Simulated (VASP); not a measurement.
Crystal: Hf3SnS8.

```
Hf Sn S
1.0
     3.62021    0.00000    0.00000
    -1.81010    3.13519    0.00000
     0.00000    0.00000   24.30437
Hf Sn S
3 1 8
Direct
  0.33333 0.66667 0.31251
  0.33333 0.66667 0.81251
  0.66667 0.33333 0.06251
  0.66667 0.33333 0.56251
  0.66667 0.33333 0.37170
  0.66667 0.33333 0.87170
  0.33333 0.66667 0.12170
  0.33333 0.66667 0.62170
  0.00000 0.00000 0.00329
  0.00000 0.00000 0.50329
  0.00000 0.00000 0.25329
  0.00000 0.00000 0.75329
```

| Item | Value |
| --- | --- |
| Program | VASP 6.6.1 |
| Task | relaxation of cell and atoms |
| Functional | PBE |
| Potentials or basis | VASP PAW PBE potentials, release 64 (Hf_pv, Sn_d, S) |
| Cutoff | 600 eV |
| k mesh | 6 × 6 × 1 |
| Occupations | gaussian, width 0.1 eV |
| Spin | no spin polarisation |

At the start: pressure 3.0 GPa; volume 22.99 Å³/atom.

Task: Where does the relaxation end?

Result: Over 14 steps the energy falls by 15.1 meV/atom and the volume is 26.42 Å³/atom (+14.9 %); space group P3m1 (No. 156, to 0.1 Å) before and after.

Step by step:
```
step  energy change (eV)  largest force (eV/Å)  pressure (GPa)  volume (Å³)
   1              0.0000                0.7136            3.04       275.86
   2              0.0147                0.6612           -2.99       293.61
   3             -0.0884                0.2708           -0.06       284.18
   4             -0.1060                0.1822            0.02       285.01
   5             -0.1160                0.1820            0.15       286.29
   6             -0.1229                0.1799            0.08       287.61
   7             -0.1399                0.1731           -0.08       291.60
   8             -0.1613                0.1568           -0.34       299.59
   9             -0.1726                0.2049           -0.57       315.67
  10             -0.1778                0.1462           -0.25       315.96
  11             -0.1798                0.0863            0.07       316.23
  12             -0.1798                0.0843            0.10       316.25
  13             -0.1805                0.0512            0.05       316.56
  14             -0.1808                0.0338           -0.03       317.08
```

Final structure:
```xyz
12
Lattice="3.6623 0.0000 0.0000 -1.8311 3.1716 0.0000 0.0000 0.0000 27.2981" Properties=species:S:1:pos:R:3 pbc="T T T"
Hf    0.0000    2.1144    8.5298
Hf    0.0000    2.1144   22.1908
Hf    1.8311    1.0572    1.7070
Sn    1.8311    1.0572   15.3477
S     1.8311    1.0572    9.9645
S     1.8311    1.0572   23.6236
S     0.0000    2.1144    3.1421
S     0.0000    2.1144   16.8353
S     0.0000    0.0000    0.2693
S    -1.8311    3.1716   13.8564
S     0.0000    0.0000    7.0949
S     0.0000    0.0000   20.7535
```

Caveat: this functional lacks dispersion, which binds layers or chains, so the pressure and a relaxed spacing across them are unreliable.
